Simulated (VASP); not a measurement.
# LiF (P6_3mc) in VASP: notebook

The runs below take LiF through single point, with LDA.

Everything below comes from runs of VASP 6.6.1. Logs are shortened: lines on timing, memory, paths and dates and some standing lists are left out, and cuts for length are marked.

## Step 1: The cell of the first run

Symmetry: P6_3mc, No. 186, hexagonal system. Conventional cell: a = 3.284 Å, b = 3.284 Å, c = 4.475 Å, α = 90.00°, β = 90.00°, γ = 120.00°. Within 2.3 Å of Li (site symmetry 3m) lie 4 F at 1.76 to 1.96 Å. F (site symmetry 3m) has 4 Li at 1.76 to 1.96 Å within 2.3 Å.

## Step 2: Single point, LDA (10.45 Å³/atom)

INCAR reads:

```
PREC = Accurate
ENCUT = 520
EDIFF = 1E-6
ISMEAR = 0
SIGMA = 0.05
LREAL = F
LASPH = T
NELM = 80
ALGO = Normal
ISIF = 2
LWAVE = F
LCHARG = F
NBANDS = 18
```

KPOINTS reads:

```
regular mesh
0
Gamma
  9 9 6
```

POSCAR reads:

```
LiF
1.0
    3.2836156806      0.0000000000      0.0000000000
   -1.6418078403      2.8436945957      0.0000000000
    0.0000000000      0.0000000000      4.4752398111
Li F
2 2
Direct
    0.3333333333      0.6666666667      0.3839784076
    0.6666666667      0.3333333333      0.8839784076
    0.3333333333      0.6666666667      0.9910195924
    0.6666666667      0.3333333333      0.4910195924
```

Potentials or basis: VASP PAW LDA potentials, release 64 (Li_sv, F).

Run with:

```
cat potpaw_LDA.64/Li_sv/POTCAR potpaw_LDA.64/F/POTCAR > POTCAR
mpirun -np 1 vasp_std > vasp.out
```

OUTCAR:

```text
PREC = Accurate
   ENCUT = 520
   EDIFF = 1E-6
   ISMEAR = 0
   LREAL = F
   LASPH = T
   NELM = 80
   ISIF = 2

 ion  position               nearest neighbor table
   1  0.333  0.667  0.384-   3 1.76   4 1.96   4 1.96   4 1.96
   2  0.667  0.333  0.884-   4 1.76   3 1.96   3 1.96   3 1.96
   3  0.333  0.667  0.991-   1 1.76   2 1.96   2 1.96   2 1.96
   4  0.667  0.333  0.491-   2 1.76   1 1.96   1 1.96   1 1.96

  LATTYP: Found a hexagonal cell.
 ALAT       =     3.2836156806
 C/A-ratio  =     1.3629000000

  Lattice vectors:

 A1 = (   3.2836156806,   0.0000000000,   0.0000000000)
 A2 = (  -1.6418078403,   2.8436945957,   0.0000000000)
 A3 = (   0.0000000000,   0.0000000000,   4.4752398111)

Analysis of symmetry for initial positions (statically):
=====================================================================
 Subroutine PRICEL returns:
 Original cell was already a primitive cell.

 Routine SETGRP: Setting up the symmetry group for a
 hexagonal supercell.

 Subroutine GETGRP returns: Found 12 space group operations
 (whereof  6 operations were pure point group operations)
 out of a pool of 24 trial point group operations.

The static configuration has the point symmetry C_3v.
 The point group associated with its full space group is C_6v.

Analysis of symmetry for dynamics (positions and initial velocities):
=====================================================================
 Subroutine PRICEL returns:
 Original cell was already a primitive cell.

 Routine SETGRP: Setting up the symmetry group for a
 hexagonal supercell.

 Subroutine GETGRP returns: Found 12 space group operations
 (whereof  6 operations were pure point group operations)
 out of a pool of 24 trial point group operations.

The dynamic configuration has the point symmetry C_3v.
 The point group associated with its full space group is C_6v.

 Subroutine INISYM returns: Found 12 space group operations
 (whereof  6 operations are pure point group operations),
 and found     1 'primitive' translations

----------------------------------------------------------------------------------------

                                     Primitive cell

  volume of cell :      41.7880

  direct lattice vectors                    reciprocal lattice vectors
     3.283615681  0.000000000  0.000000000     0.304542339  0.175827601  0.000000000
[... 90 lines left out ...]
   EDIFF  = 0.1E-05   stopping-criterion for ELM
   LREAL  =      F    real-space projection
   EDIFFG = 0.1E-04   stopping-criterion for IOM
   NSW    =      0    number of steps for IOM
   IBRION =     -1    ionic relax: 0-MD 1-quasi-New 2-CG
   NFREE  =      0    steps in history (QN), initial steepest desc. (CG)
   ISIF   =      2    stress and relaxation
   ISYM   =      2    0-nonsym 1-usesym 2-fastsym
   POTIM  = 0.5000    time-step for ionic-motion
   TEBEG  =    0.0;   TEEND  =   0.0 temperature during run
   PSTRESS=    0.0 pullay stress
   NELECT =      20.0000    total number of electrons
   NUPDOWN=      -1.0000    fix difference up-down
   EMIN   =  10.00;   EMAX   =-10.00  energy-range for DOS
   EFERMI =   0.00;   METHOD = LEGACY
   ISMEAR =     0;   SIGMA  =   0.05  broadening in eV -4-tet -1-fermi 0-gaus
   EFERMI_NEDOS =   21; number of points for ismear=-14 and -15
   IALGO  =     38    algorithm
   IMIX   =      4    mixing-type and parameters
     AMIX     =   0.40;   BMIX     =  1.00
     AMIX_MAG =   1.60;   BMIX_MAG =  1.00
  volume/ion in A,a.u.               =      10.45        70.50
  Fermi-wavevector in a.u.,A,eV,Ry     =   1.280563  2.419913 22.311401  1.639842
  Thomas-Fermi vector in A             =   2.412984
   LORBIT       =      0    0 simple, 1 ext, 2 COOP (PROOUT), +10 PAW based schemes
   GGA     = CA    functional components
   LHFCALC =     F    Hartree Fock is set to
   AEXX    =    0.0000 exact exchange contribution
   IVDW    =     0    specifies the selected vdW correction
   LEPSILON=     F    determine dielectric tensor
   LRPA    =     F    only Hartree local field effects (RPA)
 non-spin polarized calculation
 Gauss-broadening in eV      SIGMA  =   0.05
  energy-cutoff  :      520.00
  volume of cell :       41.79
 maximum number of plane-waves:      1135
   NGX = 13   NGY = 13   NGZ = 17

 number of electron      20.0000012 magnetization

 Free energy of the ion-electron system (eV)
  ---------------------------------------------------
  ext. energy  EPLUGINS =         0.00000000
  ---------------------------------------------------
  free energy    TOTEN  =       -20.61701182 eV

  energy without entropy =      -20.61701182  energy(sigma->0) =      -20.61701182

 E-fermi :  -2.6668     XC(G=0):  -9.2986

 val. band max:       -2.9071568002   @ k =   0.0000   0.0000   0.0000
 cond. band min:       4.1910208648   @ k =   0.0000   0.0000   0.0000
 fundamental gap:      7.0981776650
 Fermi energy:        -2.6668182078

 k-point     1 :       0.0000    0.0000    0.0000
  band No.  band energies     occupation
      1     -42.4665      2.00000
      2     -42.4093      2.00000
      3     -21.9400      2.00000
      4     -21.6111      2.00000
      5      -5.1065      2.00000
      6      -3.6636      2.00000
[... 481 lines left out ...]
      5      -4.9582      2.00000
      6      -4.2504      2.00000
[... 10 lines left out ...]
     17      15.2161      0.00000
     18      16.9851      0.00000

 [... further k-points ...]

------------------------ aborting loop because EDIFF is reached ----------------------------------------

  FORCE on cell =-STRESS in cart. coord.  units (eV):
  Direction    XX          YY          ZZ          XY          YZ          ZX
  --------------------------------------------------------------------------------------
  -------------------------------------------------------------------------------------
  Total       -2.2566454     -2.2566454      0.1719657      0.0000000      0.0000000      0.0000000
  in kB      -86.5211549    -86.5211549      6.5932690      0.0000000      0.0000000      0.0000000
  external PRESSURE =     -55.4830136 kB  Pullay stress =       0.0000000 kB

 VOLUME and BASIS-vectors are now :
 -----------------------------------------------------------------------------
  energy-cutoff  :      520.00
  volume of cell :       41.79
      direct lattice vectors                 reciprocal lattice vectors
     3.283615681  0.000000000  0.000000000     0.304542339  0.175827601  0.000000000
    -1.641807840  2.843694596  0.000000000     0.000000000  0.351655203  0.000000000
     0.000000000  0.000000000  4.475239811     0.000000000  0.000000000  0.223451713

 POSITION                                       TOTAL-FORCE (eV/Angst)
 -----------------------------------------------------------------------------------
     -0.00000      1.89580      1.71840        -0.000000     -0.000000      0.470685
      1.64181      0.94790      3.95602         0.000000      0.000000      0.470685
     -0.00000      1.89580      4.43505        -0.000000      0.000000     -0.470685
      1.64181      0.94790      2.19743        -0.000000     -0.000000     -0.470685
 -----------------------------------------------------------------------------------
    total drift:                               -0.000000     -0.000000      0.001261

  FREE ENERGIE OF THE ION-ELECTRON SYSTEM (eV)
  ---------------------------------------------------
  free  energy   TOTEN  =       -20.6170118207 eV

  energy  without entropy=      -20.6170118207  energy(sigma->0) =      -20.61701182
```

stdout:

```text
POSCAR found type information on POSCAR LiF
 POSCAR found :  2 types and       4 ions
 scaLAPACK will be used
 LDA part: xc-table for (Slater(with rela. corr.)+CA(PZ))
 , standard interpolation
 POSCAR, INCAR and KPOINTS ok, starting setup
 FFT: planning ... GRIDC
 FFT: planning ... GRID_SOFT
 FFT: planning ... GRID
 WAVECAR not read
 entering main loop
```

Wall time 19 s (1 thread of Intel Xeon Platinum 8259CL at 2.50GHz (Skylake/Cascade Lake), shared host); peak memory 0.15 GiB.

Results:

```
Free energy            : -20.6170 eV
Largest force          : 0.471 eV/Å
Band gap on the k mesh : 7.10 eV
```

Forces in eV/Å, atoms in the order of the input:
```
Li   0.000  0.000  0.471
Li   0.000  0.000  0.471
F    0.000  0.000 -0.471
F    0.000  0.000 -0.471
```

Levels at points of the mesh, in eV from the valence-band top:
| k point | band 8 | band 9 | band 10 | band 11 | band 12 | band 13 |
| --- | --- | --- | --- | --- | --- | --- |
| (0.00, 0.00, 0.00) | -0.24 | -0.24 | 0.00 | 7.10 | 12.13 | 15.15 |
| (0.00, 0.00, 0.50) | -0.50 | -0.50 | -0.50 | 8.97 | 8.97 | 16.81 |

Caveat: the cutoff is under 1.25 times the usual one of these potentials, so pressure, stress and relaxed cells hold a basis-set (Pulay) error; an odd mesh through Γ misses points on the zone boundary, where band edges can lie.

## Step 3: Single point, LDA (10.45 Å³/atom)

INCAR reads:

```
SYSTEM = LiF
  PREC = Accurate
  ENCUT = 520
  EDIFF = 1E-7
  ISMEAR = 0
  SIGMA = 0.05
  LREAL = .False.
  LASPH = .True.
  NELM = 60
  ALGO = Normal
  ISIF = 2
  LWAVE = .False.
  LCHARG = .False.
  NBANDS = 18
```

KPOINTS reads:

```
Automatic mesh
0
Gamma
  9 9 6
  0 0 0
```

POSCAR reads:

```
LiF
1.0
    3.1289907140      0.0000000000      0.0000000000
   -1.5644953570      2.7097854465      0.0000000000
    0.0000000000      0.0000000000      4.9284732736
Li F
2 2
Direct
    0.3333333333      0.6666666667      0.3839784076
    0.6666666667      0.3333333333      0.8839784076
    0.3333333333      0.6666666667      0.9910195924
    0.6666666667      0.3333333333      0.4910195924
```

Potentials or basis: VASP PAW LDA potentials, release 64 (Li_sv, F).

Run with:

```
cat potpaw_LDA.64/Li_sv/POTCAR potpaw_LDA.64/F/POTCAR > POTCAR
mpirun -np 1 vasp_std > vasp.out
```

Wall time 22 s (1 thread of Intel Xeon Platinum 8259CL at 2.50GHz (Skylake/Cascade Lake), shared host); peak memory 0.15 GiB.

Results (log left out):

```
Free energy            : -20.7141 eV
Largest force          : 0.080 eV/Å
Band gap on the k mesh : 7.21 eV
```

Forces on the atoms (eV/Å):
```
Li   0.000  0.000 -0.080
Li   0.000  0.000 -0.080
F    0.000  0.000  0.080
F    0.000  0.000  0.080
```

Levels at points of the mesh, in eV from the valence-band top:
```csv
k point,band 7,band 8,band 9,band 10,band 11,band 12,band 13,band 14
"(0.00, 0.00, 0.00)",-0.48,-0.18,-0.18,0.00,7.21,11.33,14.41,17.72
"(0.00, 0.00, 0.50)",-0.33,-0.33,-0.33,-0.33,8.86,8.86,16.69,16.69
```

Caveat: the cutoff is under 1.25 times the usual one of these potentials, so pressure, stress and relaxed cells hold a basis-set (Pulay) error; an odd mesh through Γ misses points on the zone boundary, where band edges can lie.

## Step 4: Single point, LDA (10.45 Å³/atom)

INCAR reads:

```
ALGO = Normal
EDIFF = 1E-6
ENCUT = 520
GGA = CA
ISIF = 2
ISMEAR = 0
LASPH = T
LCHARG = T
LELF = T
LREAL = F
LVHAR = T
LWAVE = F
NBANDS = 18
NELM = 100
PREC = Accurate
SIGMA = 0.05
```

KPOINTS reads:

```
k-points
0
Gamma
  9 9 6
```

POSCAR reads:

```
LiF
1.0
    3.2573001070      0.0000000000      0.0000000000
   -1.6286500535      2.8209046404      0.0000000000
    0.0000000000      0.0000000000      4.5478424094
Li F
2 2
Direct
    0.3333333333      0.6666666667      0.3839784076
    0.6666666667      0.3333333333      0.8839784076
    0.3333333333      0.6666666667      0.9910195924
    0.6666666667      0.3333333333      0.4910195924
```

Run with:

```
cat potpaw_LDA.64/Li_sv/POTCAR potpaw_LDA.64/F/POTCAR > POTCAR
mpirun -np 1 vasp_std > vasp.out
```

Run time: 20 s. Hardware: 1 thread of Intel Xeon Platinum 8259CL at 2.50GHz (Skylake/Cascade Lake), shared host; peak memory 0.15 GiB.

The run converged. Its results:

```yaml
Free_energy: -20.6520 eV
Largest_force: 0.334 eV/Å
Band_gap_on_the_k_mesh: 7.11 eV
```

Forces in eV/Å, atoms in the order of the input:
```
Li   0.000  0.000  0.334
Li   0.000  0.000  0.334
F    0.000  0.000 -0.334
F    0.000  0.000 -0.334
```

Levels at points of the mesh, in eV from the valence-band top:
```tsv
k point	band 8	band 9	band 10	band 11	band 12	band 13
(0.00, 0.00, 0.00)	-0.25	-0.25	0.00	7.11	11.97	15.00
(0.00, 0.00, 0.50)	-0.48	-0.48	-0.48	8.94	8.94	16.98
```

Caveat: the cutoff is under 1.25 times the usual one of these potentials, so pressure, stress and relaxed cells hold a basis-set (Pulay) error; an odd mesh through Γ misses points on the zone boundary, where band edges can lie.

## Step 5: Single point, LDA (10.45 Å³/atom)

INCAR reads:

```
PREC = Accurate
ENCUT = 520
EDIFF = 1E-7
ISMEAR = 0
SIGMA = 0.05
LREAL = False
LASPH = True
NELM = 100
ALGO = Normal
ISIF = 2
LWAVE = False
LCHARG = False
NBANDS = 18
```

KPOINTS reads:

```
Automatic mesh
0
Gamma
  9 9 6
```

POSCAR reads:

```
LiF
1.0
    3.0544218325      0.0000000000      0.0000000000
   -1.5272109162      2.6452069008      0.0000000000
    0.0000000000      0.0000000000      5.1720524889
Li F
2 2
Direct
    0.3333333333      0.6666666667      0.3839784076
    0.6666666667      0.3333333333      0.8839784076
    0.3333333333      0.6666666667      0.9910195924
    0.6666666667      0.3333333333      0.4910195924
```

Run with:

```
cat potpaw_LDA.64/Li_sv/POTCAR potpaw_LDA.64/F/POTCAR > POTCAR
mpirun -np 1 vasp_std > vasp.out
```

Wall time 26 s (1 thread of Intel Xeon Platinum 8259CL at 2.50GHz (Skylake/Cascade Lake), shared host); peak memory 0.15 GiB.

The run converged. Its results:

- Free energy: -20.6734 eV
- Largest force: 0.178 eV/Å
- Band gap on the k mesh: 7.27 eV

Forces in eV/Å, atoms in the order of the input:
```
Li   0.000  0.000 -0.178
Li   0.000  0.000 -0.178
F    0.000  0.000  0.178
F    0.000  0.000  0.178
```

Levels at points of the mesh, in eV from the valence-band top:
```csv
k point,band 7,band 8,band 9,band 10,band 11,band 12,band 13,band 14
"(0.00, 0.00, 0.00)",-0.28,-0.07,-0.07,0.00,7.27,11.04,14.19,18.26
"(0.00, 0.00, 0.50)",-0.18,-0.18,-0.18,-0.18,8.84,8.84,16.22,16.22
```

Caveat: the cutoff is under 1.25 times the usual one of these potentials, so pressure, stress and relaxed cells hold a basis-set (Pulay) error; an odd mesh through Γ misses points on the zone boundary, where band edges can lie.

## Step 6: Single point, LDA (10.45 Å³/atom)

INCAR reads:

```
SYSTEM = LiF
ALGO = Normal ; EDIFF = 1E-7
ENCUT = 520 ; GGA = CA
ISIF = 2 ; ISMEAR = 0
LASPH = .True. ; LCHARG = .False.
LREAL = .False. ; LWAVE = .False.
NBANDS = 18 ; NELM = 60
PREC = Accurate ; SIGMA = 0.05
```

KPOINTS reads:

```
k-points
0
Gamma
  9 9 6
  0 0 0
```

POSCAR reads:

```
LiF
1.0
    3.1542345829      0.0000000000      0.0000000000
   -1.5771172915      2.7316472783      0.0000000000
    0.0000000000      0.0000000000      4.8499021476
Li F
2 2
Direct
    0.3333333333      0.6666666667      0.3839784076
    0.6666666667      0.3333333333      0.8839784076
    0.3333333333      0.6666666667      0.9910195924
    0.6666666667      0.3333333333      0.4910195924
```

Potentials or basis: VASP PAW LDA potentials, release 64 (Li_sv, F).

Run with:

```
cat potpaw_LDA.64/Li_sv/POTCAR potpaw_LDA.64/F/POTCAR > POTCAR
mpirun -np 1 vasp_std > vasp.out
```

Run time: 22 s. Hardware: 1 thread of Intel Xeon Platinum 8259CL at 2.50GHz (Skylake/Cascade Lake), shared host; peak memory 0.15 GiB.

The run converged. Its results:

- Free energy: -20.7154 eV
- Largest force: 0.027 eV/Å
- Band gap on the k mesh: 7.18 eV

Forces in eV/Å, atoms in the order of the input:
```
Li   0.000  0.000 -0.027
Li   0.000  0.000 -0.027
F    0.000  0.000  0.027
F    0.000  0.000  0.027
```

Levels at points of the mesh, in eV from the valence-band top:
| k point | band 8 | band 9 | band 10 | band 11 | band 12 | band 13 |
| --- | --- | --- | --- | --- | --- | --- |
| (0.00, 0.00, 0.00) | -0.21 | -0.21 | 0.00 | 7.18 | 11.44 | 14.50 |
| (0.00, 0.00, 0.50) | -0.37 | -0.37 | -0.37 | 8.87 | 8.87 | 16.87 |

Caveat: the cutoff is under 1.25 times the usual one of these potentials, so pressure, stress and relaxed cells hold a basis-set (Pulay) error; an odd mesh through Γ misses points on the zone boundary, where band edges can lie.

## Step 7: Overview

```tsv
cell	gap on the mesh (eV)	largest force (eV/Å)
a = 3.284, b = 3.284, c = 4.475 Å, angles 90.0, 90.0, 120.0°, 4 atoms	7.10	0.47
a = 3.129, b = 3.129, c = 4.928 Å, angles 90.0, 90.0, 120.0°, 4 atoms	7.21	0.08
a = 3.257, b = 3.257, c = 4.548 Å, angles 90.0, 90.0, 120.0°, 4 atoms	7.11	0.33
a = 3.054, b = 3.054, c = 5.172 Å, angles 90.0, 90.0, 120.0°, 4 atoms	7.27	0.18
a = 3.154, b = 3.154, c = 4.850 Å, angles 90.0, 90.0, 120.0°, 4 atoms	7.18	0.03
```

Alike in all rows: task single point; level LDA; potentials or basis VASP PAW LDA potentials, release 64 (Li_sv, F); no spin polarisation; k mesh 9 × 9 × 6; cutoff (eV) 520; smearing gaussian 0.05 eV.

Caveats: the cutoff is under 1.25 times the usual one of these potentials, so pressure, stress and relaxed cells hold a basis-set (Pulay) error; an odd mesh through Γ misses points on the zone boundary, where band edges can lie.

Total energies depend on the potentials used, so only differences within one code and one set of settings carry meaning.
